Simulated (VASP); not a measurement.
# TaN (P-62m) in VASP: settings compared

TaN is run at these levels: PBE-based global hybrid with 30 % exact exchange, PBE-based screened hybrid with 45 % exact exchange; tasks: single point.

Everything below comes from runs of VASP 6.6.1. Logs are shortened: lines on timing, memory, paths and dates and some standing lists are left out, and cuts for length are marked.

### 1 The cell of the first run

It takes space group P-62m (No. 189, hexagonal). Conventional cell: a = 5.202 Å, b = 5.202 Å, c = 2.905 Å, α = 90.00°, β = 90.00°, γ = 120.00°. Within 3.1 Å of Ta (site symmetry -6) lie 6 N at 2.16 Å and 5 Ta at 2.90 to 3.00 Å. Within 2.7 Å of Ta (site symmetry -62m) lie 3 N at 2.04 Å. Within 3.0 Å of N (site symmetry m2m) lie 5 Ta at 2.04 to 2.16 Å and 6 N at 2.77 to 2.90 Å.

### 2 Single point, PBE-based global hybrid with 30 % exact exchange, collinear spin

Contents of POSCAR:

```
TaN
1.0
    5.2015601197      0.0000000000      0.0000000000
   -2.6007800598      4.5046832030      0.0000000000
    0.0000000000      0.0000000000      2.9047797674
Ta N
3 3
Direct
    0.3333333333      0.6666666667      0.5000000000
    0.6666666667      0.3333333333      0.5000000000
    0.0000000000      0.0000000000      0.0000000000
    0.3930320161      0.0000000000      0.0000000000
    0.6069679839      0.6069679839      0.0000000000
    0.0000000000      0.3930320161      0.0000000000
```

Contents of INCAR.step1:

```
SYSTEM = TaN
  PREC = Accurate
  ENCUT = 520
  EDIFF = 1E-5
  ISMEAR = 0
  SIGMA = 0.05
  LREAL = .FALSE.
  LASPH = .TRUE.
  NELM = 200
  ALGO = Normal
  ISIF = 2
  LWAVE = .TRUE.
  LCHARG = .FALSE.
  ISPIN = 2
  MAGMOM = 2 2 -2 0 0 0
  LORBIT = 11
  LMAXMIX = 4
  GGA = PE
  NBANDS = 37
  GGA_COMPAT = .FALSE.
  LUSENCCL = .FALSE.
```

Contents of INCAR.step2:

```
SYSTEM = TaN
  PREC = Accurate
  ENCUT = 520
  EDIFF = 1E-6
  ISMEAR = 0
  SIGMA = 0.05
  LREAL = .FALSE.
  LASPH = .TRUE.
  NELM = 200
  ALGO = Normal
  ISIF = 2
  LWAVE = .FALSE.
  LCHARG = .FALSE.
  ISPIN = 2
  MAGMOM = 2 2 -2 0 0 0
  LORBIT = 11
  LMAXMIX = 4
  GGA = PE
  LHFCALC = .TRUE.
  AEXX = 0.3
  PRECFOCK = Normal
  ISTART = 1
  NBANDS = 37
  GGA_COMPAT = .FALSE.
  LUSENCCL = .FALSE.
```

Contents of KPOINTS:

```
Automatic mesh
0
G
  4 4 6
  0 0 0
```

Potentials or basis: VASP PAW PBE potentials, release 64 (Ta_pv, N).

Started as:

```
> cat potpaw_PBE.64/Ta_pv/POTCAR potpaw_PBE.64/N/POTCAR > POTCAR
> cp INCAR.step1 INCAR
> mpirun -np 1 vasp_std > vasp.out
> cp INCAR.step2 INCAR
> mpirun -np 1 vasp_std > vasp.out
```

OUTCAR:

```text
SYSTEM = TaN
   PREC = Accurate
   ENCUT = 520
   EDIFF = 1E-6
   ISMEAR = 0
   LREAL = .FALSE.
   LASPH = .TRUE.
   NELM = 200
   ISIF = 2
   ISPIN = 2
   LORBIT = 11
   GGA = PE
   LHFCALC = .TRUE.
   AEXX = 0.3
   PRECFOCK = Normal
   ISTART = 1

 ion  position               nearest neighbor table
   1  0.333  0.667  0.500-   4 2.16   4 2.16   6 2.16   6 2.16   5 2.16   5 2.16   2 3.00   2 3.00
                             2 3.00   3 3.34   3 3.34   3 3.34   3 3.34   3 3.34   3 3.34
   2  0.667  0.333  0.500-   6 2.16   6 2.16   4 2.16   4 2.16   5 2.16   5 2.16   1 3.00   1 3.00
                             1 3.00   3 3.34   3 3.34   3 3.34   3 3.34   3 3.34   3 3.34
   3  0.000  0.000  0.000-   6 2.04   4 2.04   5 2.04   2 3.34   1 3.34   1 3.34   2 3.34   1 3.34
                             1 3.34   2 3.34   2 3.34   2 3.34   2 3.34   1 3.34   1 3.34
   4  0.393  0.000  0.000-   3 2.04   1 2.16   1 2.16   2 2.16   2 2.16
   5  0.607  0.607  0.000-   3 2.04   2 2.16   2 2.16   1 2.16   1 2.16
   6  0.000  0.393  0.000-   3 2.04   2 2.16   2 2.16   1 2.16   1 2.16

  LATTYP: Found a hexagonal cell.
 ALAT       =     5.2015601197
 C/A-ratio  =     0.5584439477

  Lattice vectors:

 A1 = (   5.2015601197,   0.0000000000,   0.0000000000)
 A2 = (  -2.6007800598,   4.5046832030,   0.0000000000)
 A3 = (   0.0000000000,   0.0000000000,   2.9047797674)

Analysis of symmetry for initial positions (statically):
=====================================================================
 Subroutine PRICEL returns:
 Original cell was already a primitive cell.

 Routine SETGRP: Setting up the symmetry group for a
 hexagonal supercell.

 Subroutine GETGRP returns: Found 12 space group operations
 (whereof 12 operations were pure point group operations)
 out of a pool of 24 trial point group operations.

The static configuration has the point symmetry D_3h.

Analysis of symmetry for dynamics (positions and initial velocities):
=====================================================================
 Subroutine PRICEL returns:
 Original cell was already a primitive cell.

 Routine SETGRP: Setting up the symmetry group for a
 hexagonal supercell.

 Subroutine GETGRP returns: Found 12 space group operations
 (whereof 12 operations were pure point group operations)
 out of a pool of 24 trial point group operations.

The dynamic configuration has the point symmetry D_3h.

Analysis of structural, dynamic, and magnetic symmetry:
=====================================================================
 Subroutine PRICEL returns:
 Original cell was already a primitive cell.

 Routine SETGRP: Setting up the symmetry group for a
 hexagonal supercell.

 Subroutine GETGRP returns: Found 12 space group operations
 (whereof 12 operations were pure point group operations)
 out of a pool of 24 trial point group operations.

The overall configuration has the point symmetry D_3h.

 Subroutine INISYM returns: Found 12 space group operations
 (whereof 12 operations are pure point group operations),
 and found     1 'primitive' translations

----------------------------------------------------------------------------------------

                                     Primitive cell

  volume of cell :      68.0630

  direct lattice vectors                    reciprocal lattice vectors
     5.201560120  0.000000000  0.000000000     0.192250013  0.110995597 -0.000000000
    -2.600780060  4.504683203  0.000000000     0.000000000  0.221991193  0.000000000
     0.000000000  0.000000000  2.904779767     0.000000000 -0.000000000  0.344260178

  length of vectors
     5.201560120  5.201560120  2.904779767     0.221991193  0.221991193  0.344260178

  position of ions in fractional coordinates (direct lattice)
     0.333333333  0.666666667  0.500000000
     0.666666667  0.333333333  0.500000000
     0.000000000  0.000000000  0.000000000
     0.393032016  0.000000000  0.000000000
     0.606967984  0.606967984  0.000000000
     0.000000000  0.393032016  0.000000000

  ion indices of the primitive-cell ions
   primitive index   ion index
                 1           1
                 2           2
[... 54 lines left out ...]
   ions per type =               3   3
   NGX,Y,Z   is equivalent  to a cutoff of  12.78, 12.78, 13.74 a.u.
   NGXF,Y,Z  is equivalent  to a cutoff of  25.57, 25.57, 27.47 a.u.
 SYSTEM =  TaN
   PREC   = accura    normal or accurate (medium, high low for compatibility)
   ISTART =      1    job   : 0-new  1-cont  2-samecut
   ICHARG =      0    charge: 1-file 2-atom 10-const
   ISPIN  =      2    spin polarized calculation?
   LNONCOLLINEAR =      F non collinear calculations
   LSORBIT =      F    spin-orbit coupling
   LASPH  =      T    aspherical Exc in radial PAW
   ENCUT  =  520.0 eV  38.22 Ry    6.18 a.u.   9.67  9.67  5.40*2*pi/ulx,y,z
   NELM   =    200;   NELMIN=  2; NELMDL=  0     # of ELM steps
   EDIFF  = 0.1E-05   stopping-criterion for ELM
   LREAL  =      F    real-space projection
   EDIFFG = 0.1E-04   stopping-criterion for IOM
   NSW    =      0    number of steps for IOM
   IBRION =     -1    ionic relax: 0-MD 1-quasi-New 2-CG
   NFREE  =      0    steps in history (QN), initial steepest desc. (CG)
   ISIF   =      2    stress and relaxation
   ISYM   =      3    0-nonsym 1-usesym 2-fastsym
   POTIM  = 0.5000    time-step for ionic-motion
   TEBEG  =    0.0;   TEEND  =   0.0 temperature during run
   PSTRESS=    0.0 pullay stress
   NELECT =      48.0000    total number of electrons
   NUPDOWN=      -1.0000    fix difference up-down
   EMIN   =  10.00;   EMAX   =-10.00  energy-range for DOS
   EFERMI =   0.00;   METHOD = LEGACY
   ISMEAR =     0;   SIGMA  =   0.05  broadening in eV -4-tet -1-fermi 0-gaus
   EFERMI_NEDOS =   21; number of points for ismear=-14 and -15
   IALGO  =     38    algorithm
   IMIX   =      1    mixing-type and parameters
     AMIX     =   0.40;   BMIX     =  1.00
     AMIX_MAG =   1.60;   BMIX_MAG =  1.00
  volume/ion in A,a.u.               =      11.34        76.55
  Fermi-wavevector in a.u.,A,eV,Ry     =   1.457197  2.753703 28.890918  2.123423
  Thomas-Fermi vector in A             =   2.574026
   LORBIT       =     11    0 simple, 1 ext, 2 COOP (PROOUT), +10 PAW based schemes
   GGA     = PE    functional components
   LHFCALC =     T    Hartree Fock is set to
   PRECFOCK=normal    Normal, Fast or Accurate (Low or Medium for compatibility)
   ENCUT4O =  -1.0   cutoff for four orbital integrals eV
   NKREDX  =     1    reduce k-point grid by
   NKREDY  =     1    reduce k-point grid by
   NKREDZ  =     1    reduce k-point grid by
   AEXX    =    0.3000 exact exchange contribution
   HFSCREEN=    0.0000 screening length (either q_TF or 0.3 A-1)
   HFSCREENC=   0.0000 screening length for correlation (either q_TF or 0.3 A-1)
   ENCUTFOCK=  -1.0 apply spherical cutoff to Coloumb kernel
   IVDW    =     0    specifies the selected vdW correction
   LEPSILON=     F    determine dielectric tensor
   LRPA    =     F    only Hartree local field effects (RPA)
 spin polarized calculation
 Gauss-broadening in eV      SIGMA  =   0.05
  energy-cutoff  :      520.00
  volume of cell :       68.06
 maximum number of plane-waves:      1858
 NGX is ok and might be reduce to    40
  NGX = 30; NGY = 30; NGZ = 18

 number of electron      48.0000001 magnetization      -0.0808548

 Free energy of the ion-electron system (eV)
  ---------------------------------------------------
  ext. energy  EPLUGINS =         0.00000000
  ---------------------------------------------------
  free energy    TOTEN  =       -87.82785375 eV

  energy without entropy =      -87.82624685  energy(sigma->0) =      -87.82705030

 E-fermi :   8.4835     XC(G=0):  -9.6567

 val. band max:        8.4682967714   @ k =   0.2500   0.0000   0.1667
 cond. band min:       8.7881208989   @ k =   0.2500   0.0000   0.5000
 fundamental gap:      0.3198241276
 Fermi energy:         8.4835252810

 spin component 1

 k-point     1 :       0.0000    0.0000    0.0000
  band No.  band energies     occupation
      1     -31.6833      1.00000
      2     -31.6833      1.00000
      3     -31.2920      1.00000
      4     -31.2920      1.00000
      5     -31.0541      1.00000
      6     -30.9162      1.00000
[... 613 lines left out ...]
     35      15.8714      0.00000
     36      16.2753      0.00000
 Fermi energy:         8.4835252810

 spin component 2

 k-point     1 :       0.0000    0.0000    0.0000
  band No.  band energies     occupation
      1     -31.6970      1.00000
      2     -31.6970      1.00000
      3     -31.3059      1.00000
      4     -31.3059      1.00000
      5     -31.0726      1.00000
      6     -30.9344      1.00000
[... 613 lines left out ...]
     35      15.8539      0.00000
     36      16.2494      0.00000
 [bands above 36 left out]

------------------------ aborting loop because EDIFF is reached ----------------------------------------

  FORCE on cell =-STRESS in cart. coord.  units (eV):
  Direction    XX          YY          ZZ          XY          YZ          ZX
  --------------------------------------------------------------------------------------
  -------------------------------------------------------------------------------------
  Total       -2.2692169     -2.2692169     -1.0006339     -0.0000000      0.0000000      0.0000000
  in kB      -53.4165102    -53.4165102    -23.5545434     -0.0000000      0.0000000      0.0000000
  external PRESSURE =     -43.4625212 kB  Pullay stress =       0.0000000 kB

 VOLUME and BASIS-vectors are now :
 -----------------------------------------------------------------------------
  energy-cutoff  :      520.00
  volume of cell :       68.06
      direct lattice vectors                 reciprocal lattice vectors
     5.201560120  0.000000000  0.000000000     0.192250013  0.110995597 -0.000000000
    -2.600780060  4.504683203  0.000000000     0.000000000  0.221991193  0.000000000
     0.000000000  0.000000000  2.904779767     0.000000000 -0.000000000  0.344260178

 POSITION                                       TOTAL-FORCE (eV/Angst)
 -----------------------------------------------------------------------------------
     -0.00000      3.00312      1.45239        -0.000000      0.000000      0.000000
      2.60078      1.50156      1.45239        -0.000000      0.000000      0.000000
      0.00000      0.00000      0.00000        -0.000000      0.000000      0.000000
      2.04438      0.00000      0.00000        -0.034095      0.000000      0.000000
      1.57859      2.73420      0.00000         0.017048      0.029527      0.000000
     -1.02219      1.77048      0.00000         0.017048     -0.029527     -0.000000
 -----------------------------------------------------------------------------------
    total drift:                               -0.000002     -0.000003      0.000000

  FREE ENERGIE OF THE ION-ELECTRON SYSTEM (eV)
  ---------------------------------------------------
  free  energy   TOTEN  =       -87.8278537465 eV

  energy  without entropy=      -87.8262468474  energy(sigma->0) =      -87.82705030

 total charge

# of ion       s       p       d       tot
------------------------------------------
    1        0.294   6.284   2.301   8.880
    2        0.294   6.284   2.301   8.880
    3        0.336   6.245   2.336   8.918
    4        1.240   2.582   0.000   3.822
    5        1.240   2.582   0.000   3.822
    6        1.240   2.582   0.000   3.822
--------------------------------------------------
tot          4.643  26.561   6.939  38.144

 magnetization (x)

# of ion       s       p       d       tot
------------------------------------------
    1       -0.000  -0.000  -0.015  -0.016
    2       -0.000  -0.000  -0.015  -0.016
    3       -0.004  -0.001  -0.026  -0.030
    4       -0.000   0.000   0.000   0.000
    5       -0.000   0.000   0.000   0.000
    6       -0.000   0.000   0.000   0.000
--------------------------------------------------
tot         -0.004  -0.001  -0.056  -0.061
```

Run time: 21 min. Hardware: 1 × NVIDIA H100 80GB with 1 thread of AMD EPYC 7R13 (Zen 3), shared host; peak memory 1.2 GiB.

Results:

- Free energy: -87.8279 eV
- Pressure: -4.3 GPa
- Largest force: 0.034 eV/Å
- Net moment: -0.08 μB per cell
- Site moments: Ta -0.02, -0.03 (each value once); N +0.00 μB
- Valence electrons inside the program's atomic spheres: Ta 8.88, 8.92 (each value once); N 3.82

Forces on the atoms (eV/Å):
```
Ta   0.000  0.000  0.000
Ta   0.000  0.000  0.000
Ta   0.000  0.000  0.000
N   -0.034  0.000  0.000
N    0.017  0.030  0.000
N    0.017 -0.030  0.000
```

Caveat: the k points lie up to 0.36 Å⁻¹ apart; the PAW data sets were made with another functional, which shifts forces and pressure a little; spin-orbit coupling is left out, which moves the levels of the heavy elements.

### 3 Single point, PBE-based screened hybrid with 45 % exact exchange, collinear spin

POSCAR is that of step 2.

Contents of INCAR.step1:

```
ALGO     = Normal         # electronic algorithm
EDIFF    = 1E-5           # SCF threshold, eV
ENCUT    = 520            # plane-wave cutoff, eV
GGA      = PE             # functional
GGA_COMPAT= F            
ISIF     = 2              # what is computed and relaxed
ISMEAR   = 0              # smearing method
ISPIN    = 2              # spin polarisation
LASPH    = T              # aspherical terms in the spheres
LCHARG   = F              # write CHGCAR
LMAXMIX  = 4              # l up to which the mixer works
LORBIT   = 11             # projections on sites
LREAL    = F              # projectors in reciprocal space
LUSENCCL = F            
LWAVE    = T              # write WAVECAR
MAGMOM   = 2 2 -2 0 0 0   # initial moments
NBANDS   = 37             # bands
NELM     = 200            # most SCF steps
PREC     = Accurate       # precision mode
SIGMA    = 0.05           # smearing width, eV
```

Contents of INCAR.step2:

```
AEXX     = 0.45           # exact-exchange fraction
ALGO     = Normal         # electronic algorithm
EDIFF    = 1E-6           # SCF threshold, eV
ENCUT    = 520            # plane-wave cutoff, eV
GGA      = PE             # functional
GGA_COMPAT= F            
HFSCREEN = 0.3            # screening, 1/A
ISIF     = 2              # what is computed and relaxed
ISMEAR   = 0              # smearing method
ISPIN    = 2              # spin polarisation
ISTART   = 1            
LASPH    = T              # aspherical terms in the spheres
LCHARG   = F              # write CHGCAR
LHFCALC  = T              # exact exchange
LMAXMIX  = 4              # l up to which the mixer works
LORBIT   = 11             # projections on sites
LREAL    = F              # projectors in reciprocal space
LUSENCCL = F            
LWAVE    = F              # write WAVECAR
MAGMOM   = 2 2 -2 0 0 0   # initial moments
NBANDS   = 37             # bands
NELM     = 200            # most SCF steps
PREC     = Accurate       # precision mode
PRECFOCK = Normal       
SIGMA    = 0.05           # smearing width, eV
```

Contents of KPOINTS:

```
k-points
0
Gamma
  4 4 6
```

Potentials or basis: VASP PAW PBE potentials, release 64 (Ta_pv, N).

Started as:

```
> cat potpaw_PBE.64/Ta_pv/POTCAR potpaw_PBE.64/N/POTCAR > POTCAR
> cp INCAR.step1 INCAR
> mpirun -np 1 vasp_std > vasp.out
> cp INCAR.step2 INCAR
> mpirun -np 1 vasp_std > vasp.out
```

It took 23 min on 1 × NVIDIA H100 80GB with 1 thread of AMD EPYC 7R13 (Zen 3), shared host; peak memory 1.2 GiB.

It converged, with:

```yaml
Free_energy: -85.1573 eV
Pressure: -8.5 GPa
Largest_force: 0.015 eV/Å
Band_gap_on_the_k_mesh: zero (filled and empty bands overlap)
Net_moment: 0.00 μB per cell
Valence_electrons_inside_the_program's_atomic_spheres: Ta 8.86, 8.90 (each value once); N 3.83
```

Forces in eV/Å, atoms in the order of the input:
```
Ta   0.000  0.000  0.000
Ta   0.000  0.000  0.000
Ta   0.000  0.000  0.000
N   -0.015  0.000  0.000
N    0.008  0.013  0.000
N    0.008 -0.013  0.000
```

Stress tensor (GPa, compression positive):
```
-9.30  0.00  0.00
 0.00 -9.30  0.00
 0.00  0.00 -6.86
```

Levels at points of the mesh, in eV from the Fermi level:
Spin up:
| k point | band 22 | band 23 | band 24 | band 25 | band 26 | band 27 |
| --- | --- | --- | --- | --- | --- | --- |
| (0.00, 0.00, 0.00) | -4.65 | -2.41 | -1.27 | -1.27 | 1.02 | 1.02 |
| (0.50, 0.00, 0.00) | -5.15 | -3.78 | -3.37 | 1.56 | 2.33 | 2.39 |
| (0.00, 0.00, 0.50) | -3.71 | -3.71 | 2.01 | 2.36 | 2.36 | 2.78 |
| (0.50, 0.00, 0.50) | -4.12 | -2.77 | -1.31 | 0.65 | 1.84 | 3.92 |
Spin down:
```csv
k point,band 22,band 23,band 24,band 25,band 26,band 27
"(0.00, 0.00, 0.00)",-4.65,-2.41,-1.27,-1.27,1.02,1.02
"(0.50, 0.00, 0.00)",-5.15,-3.78,-3.37,1.56,2.33,2.39
"(0.00, 0.00, 0.50)",-3.71,-3.71,2.01,2.36,2.36,2.78
"(0.50, 0.00, 0.50)",-4.12,-2.77,-1.31,0.65,1.84,3.92
```

Caveat: the k points lie up to 0.36 Å⁻¹ apart, too coarse for converged energies and pressures of a metal; the PAW data sets were made with another functional, which shifts forces and pressure a little; spin-orbit coupling is left out, which moves the levels of the heavy elements.
